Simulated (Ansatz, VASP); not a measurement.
**Two plane-wave programs on KHf3O**

Contents of INCAR:

```
SYSTEM = KHf3O
PREC = Accurate ; ENCUT = 520
EDIFF = 1E-6 ; ISMEAR = 0
SIGMA = 0.1 ; LREAL = .False.
LASPH = .True. ; NELM = 100
ALGO = Normal ; ISIF = 2
LWAVE = .False. ; LCHARG = .False.
GGA = PE ; NBANDS = 30
```

The input KPOINTS:

```
regular mesh
0
Gamma
  4 4 4
  0 0 0
```

POSCAR

```
KHf3O
1.0
   -2.7862008700      2.9359333500      3.5296123800
    2.7862008700     -2.9359333500      3.5296123800
    2.7862008700      2.9359333500     -3.5296123800
K Hf O
1 3 1
Direct
    0.0000000000      0.0000000000      0.0000000000
    0.7335731600      0.2335731600      0.5000000000
    0.2664268400      0.7664268400      0.5000000000
    0.0000000000      0.5000000000      0.5000000000
    0.5000000000      0.0000000000      0.5000000000
```

Input for Ansatz:

```yaml
crystal:
  lattice:
    - [-2.78620087, 2.93593335, 3.52961238]
    - [2.78620087, -2.93593335, 3.52961238]
    - [2.78620087, 2.93593335, -3.52961238]
  atoms:
    - { symbol: K, position: [0.0, 0.0, 0.0] }
    - { symbol: Hf, position: [0.73357316, 0.23357316, 0.5] }
    - { symbol: Hf, position: [0.26642684, 0.76642684, 0.5] }
    - { symbol: Hf, position: [0.0, 0.5, 0.5] }
    - { symbol: O, position: [0.5, 0.0, 0.5] }
basis:
  ecutwfc: 420
kpoints:
  mp_grid: { grid: [4, 4, 4] }
hamiltonian:
  xc: pbe
scf:
  occupations: { method: gaussian, width: 0.1 }
  lower_state_search: "off"
output:
  forces: true
  stress: true
  eigenvalues: true
```

Alike in both runs: task single point; functional PBE; k mesh 4 × 4 × 4; occupations gaussian, width 0.1 eV; no spin polarisation.

|  | VASP | Ansatz |
| --- | --- | --- |
| version | VASP 6.6.1 | Ansatz 0.2.0 |
| potentials or method | VASP PAW PBE potentials, release 64 (K_sv, Hf_pv, O), cutoff 520 eV | scalar-relativistic, plane waves, PAW |
| valence electrons in the cell | 45 | 93 |

VASP gave:

- gap on the k mesh at the Fermi level (eV): none
- rms of the force components (eV/Å): 2.634

Task: Which values does Ansatz return?

Result: gap on the k mesh at the Fermi level (eV): none; rms of the force components (eV/Å): 3.079.

Atom by atom the forces differ by 0.444 eV/Å (rms over components). A gap of «none» marks a metal or a gap that the smearing closes. With one functional, cell and mesh, what is left measures potentials, basis and numerics. VASP's potentials hold 45 valence electrons a cell and Ansatz's 93, so a difference there can come from the potentials and not from the codes.

The k mesh is coarse, so the values compare programs but aren't converged. Neither program's run includes spin-orbit coupling.
